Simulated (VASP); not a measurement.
# LiLu (Fm-3m) in VASP: further runs, part 2 of 2

VASP 6.6.1. The steps go on from the part before.

### Step 4. Single point, PBE

This run uses another cell than the first one, of 25.49 Å³/atom, 0.996 times its volume.

The input, INCAR:

```
ALGO = Normal
EDIFF = 1E-7
ENCUT = 520
GGA = PE
ISIF = 2
ISMEAR = 0
LASPH = True
LCHARG = False
LREAL = False
LWAVE = False
NBANDS = 21
NELM = 100
PREC = Accurate
SIGMA = 0.1
```

The input, KPOINTS:

```
k-points
0
Gamma
  6 6 6
```

The input, POSCAR:

```
LiLu
1.0
    0.0000000000      2.9428461273      2.9428461273
    2.9428461273      0.0000000000      2.9428461273
    2.9428461273      2.9428461273      0.0000000000
Li Lu
1 1
Direct
    0.5000000000      0.5000000000      0.5000000000
    0.0000000000      0.0000000000      0.0000000000
```

Potentials or basis: VASP PAW PBE potentials, release 64 (Li_sv, Lu).

Run with:

```bash
cat potpaw_PBE.64/Li_sv/POTCAR potpaw_PBE.64/Lu/POTCAR > POTCAR
mpirun -np 1 vasp_std > vasp.out
```

OUTCAR:

```text
EDIFF = 1E-7
   ENCUT = 520
   GGA = PE
   ISIF = 2
   ISMEAR = 0
   LASPH = True
   LREAL = False
   NELM = 100
   PREC = Accurate

 ion  position               nearest neighbor table
   1  0.500  0.500  0.500-   2 2.94   2 2.94   2 2.94   2 2.94   2 2.94   2 2.94
   2  0.000  0.000  0.000-   1 2.94   1 2.94   1 2.94   1 2.94   1 2.94   1 2.94

  LATTYP: Found a face centered cubic cell.
 ALAT       =     5.8856922546

  Lattice vectors:

 A1 = (   0.0000000000,   2.9428461273,   2.9428461273)
 A2 = (   2.9428461273,   0.0000000000,   2.9428461273)
 A3 = (   2.9428461273,   2.9428461273,   0.0000000000)

Analysis of symmetry for initial positions (statically):
=====================================================================
 Subroutine PRICEL returns:
 Original cell was already a primitive cell.

 Routine SETGRP: Setting up the symmetry group for a
 face centered cubic supercell.

 Subroutine GETGRP returns: Found 48 space group operations
 (whereof 48 operations were pure point group operations)
 out of a pool of 48 trial point group operations.

[... 149 lines left out ...]
  free energy    TOTEN  =        -5.35766741 eV

  energy without entropy =       -5.34652649  energy(sigma->0) =       -5.35209695

 E-fermi :   1.4552     XC(G=0):  -9.1650

 val. band max:        1.4306752936   @ k =   0.3333   0.0000   0.0000
 cond. band min:       1.4643200790   @ k =  -0.3333   0.3333   0.1667
 fundamental gap:      0.0336447854
 Fermi energy:         1.4551805089

 k-point     1 :       0.0000    0.0000    0.0000
  band No.  band energies     occupation
      1     -55.5602      2.00000
      2     -44.6647      2.00000
      3     -26.1435      2.00000
      4     -26.1435      2.00000
      5     -26.1435      2.00000
      6      -4.1907      2.00000
[... 373 lines left out ...]
     20       5.6699      0.00000
     21       7.5370      0.00000

------------------------ aborting loop because EDIFF is reached ----------------------------------------

  FORCE on cell =-STRESS in cart. coord.  units (eV):
  Direction    XX          YY          ZZ          XY          YZ          ZX
  --------------------------------------------------------------------------------------
  -------------------------------------------------------------------------------------
  Total       -0.0059858     -0.0059858     -0.0059858     -0.0000000     -0.0000000      0.0000000
  in kB       -0.1881479     -0.1881479     -0.1881479     -0.0000000     -0.0000000      0.0000000
  external PRESSURE =      -0.1881479 kB  Pullay stress =       0.0000000 kB

 VOLUME and BASIS-vectors are now :
 -----------------------------------------------------------------------------
  energy-cutoff  :      520.00
  volume of cell :       50.97
      direct lattice vectors                 reciprocal lattice vectors
     0.000000000  2.942846127  2.942846127    -0.169903549  0.169903549  0.169903549
     2.942846127  0.000000000  2.942846127     0.169903549 -0.169903549  0.169903549
     2.942846127  2.942846127  0.000000000     0.169903549  0.169903549 -0.169903549

 POSITION                                       TOTAL-FORCE (eV/Angst)
 -----------------------------------------------------------------------------------
      2.94285      2.94285      2.94285         0.000000      0.000000     -0.000000
      0.00000      0.00000      0.00000         0.000000     -0.000000      0.000000
 -----------------------------------------------------------------------------------
    total drift:                                0.000000     -0.000000     -0.000000

  FREE ENERGIE OF THE ION-ELECTRON SYSTEM (eV)
  ---------------------------------------------------
  free  energy   TOTEN  =        -5.3576674058 eV

  energy  without entropy=       -5.3465264934  energy(sigma->0) =       -5.35209695
```

OSZICAR:

```text
N       E                     dE             d eps       ncg     rms          rms(c)
DAV:   1     0.123656374857E+03    0.12366E+03   -0.11801E+04   902   0.410E+03
DAV:   2     0.843108757475E+01   -0.11523E+03   -0.11200E+03   682   0.467E+02
DAV:   3    -0.459569238380E+01   -0.13027E+02   -0.12768E+02  1167   0.865E+01
DAV:   4    -0.554852253081E+01   -0.95283E+00   -0.94032E+00   928   0.155E+01
DAV:   5    -0.559505914919E+01   -0.46537E-01   -0.46513E-01  1045   0.273E+00    0.418E+00
DAV:   6    -0.542452507487E+01    0.17053E+00   -0.29922E-01   929   0.672E+00    0.207E+00
DAV:   7    -0.535993596105E+01    0.64589E-01   -0.12331E-01   992   0.214E+00    0.269E-01
DAV:   8    -0.535722209814E+01    0.27139E-02   -0.15363E-02  1064   0.124E+00    0.164E-01
DAV:   9    -0.535767639984E+01   -0.45430E-03   -0.16900E-03   985   0.335E-01    0.140E-02
DAV:  10    -0.535766958667E+01    0.68132E-05   -0.11463E-04   934   0.811E-02    0.930E-03
DAV:  11    -0.535766797370E+01    0.16130E-05   -0.11724E-05  1021   0.202E-02    0.120E-02
DAV:  12    -0.535766747459E+01    0.49911E-06   -0.40103E-06   950   0.230E-02    0.609E-04
DAV:  13    -0.535766766475E+01   -0.19016E-06   -0.18810E-07   791   0.287E-03    0.185E-03
DAV:  14    -0.535766747994E+01    0.18480E-06   -0.34111E-08   421   0.216E-03    0.375E-04
DAV:  15    -0.535766740581E+01    0.74135E-07   -0.84594E-09   396   0.106E-03
   1 F= -.53576674E+01 E0= -.53520969E+01  d E =-.111409E-01
```

stdout:

```text
POSCAR found type information on POSCAR LiLu
 POSCAR found :  2 types and       2 ions
 scaLAPACK will be used
 LDA part: xc-table for (Slater+PW92), standard interpolation
 POSCAR, INCAR and KPOINTS ok, starting setup
 FFT: planning ... GRIDC
 FFT: planning ... GRID_SOFT
 FFT: planning ... GRID
 WAVECAR not read
 entering main loop
```

Run time: 9.2 s. Hardware: 1 thread of Intel Xeon 6975P-C (Granite Rapids), shared host; peak memory 0.18 GiB.

What came out:

| Property | Result |
| --- | --- |
| Free energy | -5.3577 eV |
| Band gap on the k mesh | zero (band 14 reaches 3.07 eV, above the bottom of band 15 at 1.12 eV) |

Levels at points of the mesh, in eV from the Fermi level:
```csv
k point,band 10,band 11,band 12,band 13,band 14,band 15,band 16,band 17,band 18,band 19
"(0.00, 0.00, 0.00)",-5.61,-5.61,-5.61,-4.96,1.62,1.62,1.62,2.64,2.64,6.02
"(0.50, 0.00, 0.00)",-5.63,-5.62,-5.61,-2.76,-0.62,0.76,0.76,3.75,3.75,3.89
"(0.50, 0.50, 0.00)",-5.63,-5.63,-5.61,-1.33,-0.57,-0.12,3.07,3.07,3.37,3.57
```

Caveat: the cutoff is under 1.25 times the usual one of these potentials, so pressure, stress and relaxed cells hold a basis-set (Pulay) error; spin-orbit coupling is left out, which moves the levels of the heavy elements.

### Step 5. Relaxation of cell and atoms, PBE

This run uses another cell than the first one, of 17.37 Å³/atom, 0.679 times its volume.

The input, INCAR:

```
SYSTEM = LiLu
PREC     = Accurate       ! precision mode
ENCUT    = 600            ! plane-wave cutoff, eV
EDIFF    = 1E-6           ! SCF threshold, eV
ISMEAR   = 0              ! smearing method
SIGMA    = 0.1            ! smearing width, eV
LREAL    = .False.        ! projectors in reciprocal space
LASPH    = .True.         ! aspherical terms in the spheres
NELM     = 100            ! most SCF steps
ALGO     = Normal         ! electronic algorithm
ISIF     = 3              ! what is computed and relaxed
LWAVE    = .False.        ! write WAVECAR
LCHARG   = .False.        ! write CHGCAR
GGA      = PE             ! functional
IBRION   = 2              ! ionic algorithm
NSW      = 90             ! ionic steps
EDIFFG   = -0.04          ! ionic threshold
```

The input, KPOINTS:

```
regular mesh
0
Gamma
  6 6 6
  0 0 0
```

The input, POSCAR:

```
LiLu
1.0
    0.0000000000      2.5896617700      2.5896617700
    2.5896617700      0.0000000000      2.5896617700
    2.5896617700      2.5896617700      0.0000000000
Li Lu
1 1
Direct
    0.5000000000      0.5000000000      0.5000000000
    0.0000000000      0.0000000000      0.0000000000
```

Run with:

```bash
cat potpaw_PBE.64/Li_sv/POTCAR potpaw_PBE.64/Lu/POTCAR > POTCAR
mpirun -np 1 vasp_std > vasp.out
```

Wall time 34 s (1 thread of Intel Xeon 6975P-C (Granite Rapids), shared host); peak memory 0.18 GiB.

Results (log left out):

* Free energy: -5.3395 eV
* Relaxed volume: 25.17 Å³/atom
* Relaxed cell: a = 4.144 Å, b = 4.144 Å, c = 4.144 Å, α = 60.00°, β = 60.00°, γ = 60.00°
* Space group after relaxing (to 0.05 Å): Fm-3m (No. 225)
* Energy gained by relaxing: 440.5 meV/atom
* Ionic steps: 4
* Pressure after relaxing: -0.2 GPa
* Band gap on the k mesh: zero (band 14 reaches 3.13 eV, above the bottom of band 15 at 1.16 eV)

The path:
| step | energy change (eV) | largest force (eV/Å) | pressure (GPa) | volume (Å³) |
| --- | --- | --- | --- | --- |
| 1 | 0.0000 | 0.0000 | 22.92 | 34.73 |
| 2 | -0.8754 | 0.0000 | 1.20 | 48.78 |
| 3 | -0.8808 | 0.0000 | -0.26 | 50.69 |
| 4 | -0.8811 | 0.0000 | -0.16 | 50.33 |

Final structure:
```
CELL_PARAMETERS angstrom
0.00000 2.93050 2.93050
2.93050 0.00000 2.93050
2.93050 2.93050 0.00000
ATOMIC_POSITIONS crystal
Li 0.50000 0.50000 0.50000
Lu 0.00000 0.00000 0.00000
```

Levels at points of the mesh, in eV from the Fermi level:
| k point | band 10 | band 11 | band 12 | band 13 | band 14 | band 15 | band 16 | band 17 | band 18 |
| --- | --- | --- | --- | --- | --- | --- | --- | --- | --- |
| (0.00, 0.00, 0.00) | -5.58 | -5.58 | -5.58 | -4.98 | 1.63 | 1.63 | 1.63 | 2.67 | 2.67 |
| (0.50, 0.00, 0.00) | -5.59 | -5.58 | -5.58 | -2.78 | -0.60 | 0.77 | 0.77 | 3.80 | 3.80 |
| (0.50, 0.50, 0.00) | -5.60 | -5.60 | -5.58 | -1.33 | -0.56 | -0.13 | 3.11 | 3.11 | 3.44 |

Caveat: the cutoff is under 1.25 times the usual one of these potentials, so pressure, stress and relaxed cells hold a basis-set (Pulay) error; the volume moved by over 15 % at a fixed basis, so the end points are rough; spin-orbit coupling is left out, which moves the levels of the heavy elements.

### Step 6. Overview

```csv
task,cell,k mesh,cutoff (eV),gap on the mesh (eV),pressure (GPa),relaxed volume (Å³/atom)
single point,"a = 4.167 Å, angles 60.0°, 2 atoms",16 × 16 × 16,520,none,-,-
relaxation of cell and atoms,"relaxed from a = 4.162 Å, angles 60.0°, 2 atoms",16 × 16 × 16,600,none,0.0,25.55
single point,"a = 4.162 Å, angles 60.0°, 2 atoms",6 × 6 × 6,520,none,-,-
relaxation of cell and atoms,"relaxed from a = 3.662 Å, angles 60.0°, 2 atoms",6 × 6 × 6,600,none,-0.2,25.17
```

Alike in all rows: level PBE; potentials or basis VASP PAW PBE potentials, release 64 (Li_sv, Lu); no spin polarisation; smearing gaussian 0.1 eV.

Caveats: the cutoff is under 1.25 times the usual one of these potentials, so pressure, stress and relaxed cells hold a basis-set (Pulay) error; spin-orbit coupling is left out, which moves the levels of the heavy elements; the volume moved by over 15 % at a fixed basis, so the end points are rough (some runs).

Total energies depend on the potentials used, so only differences within one code and one set of settings carry meaning.
